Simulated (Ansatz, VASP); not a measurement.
Two plane-wave programs on Pd

```
CELL_PARAMETERS angstrom
0.00000 1.94650 1.94650
1.94650 0.00000 1.94650
1.94650 1.94650 0.00000
ATOMIC_POSITIONS crystal
Pd 0.00000 0.00000 0.00000
```

Alike in both runs: task relaxation of cell and atoms; functional LDA; k mesh 24 × 24 × 24; occupations fermi-dirac, width 0.1 eV; no spin polarisation.

|  | VASP | Ansatz |
| --- | --- | --- |
| version | VASP 6.6.1 | Ansatz 0.2.0 |
| potentials or method | VASP PAW LDA potentials, release 64 (Pd) | PAW with Ansatz's default frozen-core files, scalar-relativistic |
| plane-wave cutoff (eV) | 600 | 420 |
| valence electrons in the cell | 10 | 18 |

|  | VASP | Ansatz | Ansatz less VASP |
| --- | --- | --- | --- |
| relaxed volume (Å³/atom) | 14.19 | 14.18 | -0.014 |
| relaxed cell length with the largest relative difference (Å) | 2.717 | 2.717 | -0.0009 |

LDA's correlation is that of Perdew and Zunger in VASP and of Perdew and Wang (1992) in Ansatz. VASP's potentials hold 10 valence electrons a cell and Ansatz's 18, so a difference there can come from the potentials and not from the codes.
